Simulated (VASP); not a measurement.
Write the native input for VASP 6.6.1 that does the following.

- Task: single point
- Functional: PBE
- Potentials or basis: VASP PAW PBE potentials, release 64 (C, Mg)
- Cutoff: 520 eV
- k mesh: 2 × 2 × 1
- Occupations: gaussian, width 0.05 eV
- Spin: no spin polarisation
- Dipole correction: no
- Further INCAR settings: LREAL = Auto; ALGO = Normal; EDIFF = 1e-07; NBANDS = 52

The structure of MgC18 lies in POSCAR:

```
MgC18
1.0
    7.3980000000      0.0000000000      0.0000000000
   -3.6990000000      6.4068560000      0.0000000000
    0.0000000000      0.0000000000     11.0000000000
C Mg
18 1
Direct
   -0.0011378938      0.0019731987      0.0803849091
    0.2214451609      0.1115767234      0.0803836364
   -0.0011401523      0.3352866055      0.0804460909
    0.2214428829      0.4448938762      0.0804170909
   -0.0011398947      0.6686274828      0.0803685455
    0.2214484708      0.7782386556      0.0804341818
    0.3321951999      0.0019716379      0.0803635455
    0.5547786779      0.1115673585      0.0803727273
    0.3321786106      0.3352920684      0.0803433636
    0.5547689812      0.4448988708      0.0803371818
    0.3321930846      0.6686262341      0.0803852727
    0.5547730471      0.7782330366      0.0803433636
    0.6655326593      0.0019666432      0.0803998182
    0.8881148763      0.1115687632      0.0803776364
    0.6655309960      0.3352869176      0.0803560909
    0.8881148463      0.4448912228      0.0803758182
    0.6655234248      0.6686299801      0.0803497273
    0.8881128799      0.7782352218      0.0803574545
    0.7056656291      0.4704388549      0.4759308182
```

One way to write it, as run:

INCAR

```
  PREC = Accurate
  ENCUT = 520
  EDIFF = 1E-7
  ISMEAR = 0
  SIGMA = 0.05
  LREAL = Auto
  LASPH = T
  NELM = 60
  ALGO = Normal
  ISIF = 2
  LWAVE = F
  LCHARG = F
  GGA = PE
  NBANDS = 52
```

KPOINTS

```
regular mesh
0
Gamma
  2 2 1
```

Potentials or basis: VASP PAW PBE potentials, release 64 (C, Mg).

Run with:

```sh
$ cat potpaw_PBE.64/C/POTCAR potpaw_PBE.64/Mg/POTCAR > POTCAR
$ mpirun -np 1 vasp_std > vasp.out
```

Results of the run:

```yaml
Largest_force: 0.016 eV/Å
Band_gap_on_the_k_mesh: 0.16 eV
```

Caveat: the k points lie up to 0.49 Å⁻¹ apart; there is no dipole correction, which matters where the two faces differ.

Run time: 5.6 min on 1 thread of Intel(R) Xeon(R) Platinum 8259CL CPU @ 2.50GHz (Skylake/Cascade Lake), with other jobs on the host, peak memory 0.55 GiB.
